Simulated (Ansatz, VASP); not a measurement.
## Ti3BiO3: VASP beside Ansatz

```
CELL_PARAMETERS angstrom
7.26051 0.00000 0.00000
-3.63026 6.28779 0.00000
0.00000 0.00000 2.84823
ATOMIC_POSITIONS crystal
Ti 0.57243 0.78621 0.50000
Ti 0.21379 0.78621 0.50000
Ti 0.21379 0.42757 0.50000
Bi 0.00000 0.00000 0.00000
O 0.45378 0.90756 0.00000
O 0.09244 0.54622 0.00000
O 0.45378 0.54622 0.00000
```

Alike in both runs: functional PBE; k mesh 6 × 6 × 12; occupations gaussian, width 0.1 eV; no spin polarisation.

Ansatz relaxed the structure, and its values are those at the end. VASP's run is a single point on that final structure, the one shown.

|  | VASP | Ansatz |
| --- | --- | --- |
| version | VASP 6.6.1 | Ansatz 0.2.0 |
| potentials or method | VASP PAW PBE potentials, release 64 (Ti_sv, Bi_d, O), cutoff 520 eV | scalar-relativistic, plane waves, PAW |
| valence electrons in the cell | 69 | 69 |

```tsv
	VASP	Ansatz	Ansatz less VASP
gap on the k mesh at the Fermi level (eV)	none	none	-
pressure (GPa)	0.2	0.0	-0.25
rms of the force components (eV/Å)	0.028	0.001	-0.0270
```

A gap of «none» marks a metal or a gap that the smearing closes. Ansatz's warnings: xc potential rough in thin density.

Neither program's run includes spin-orbit coupling.
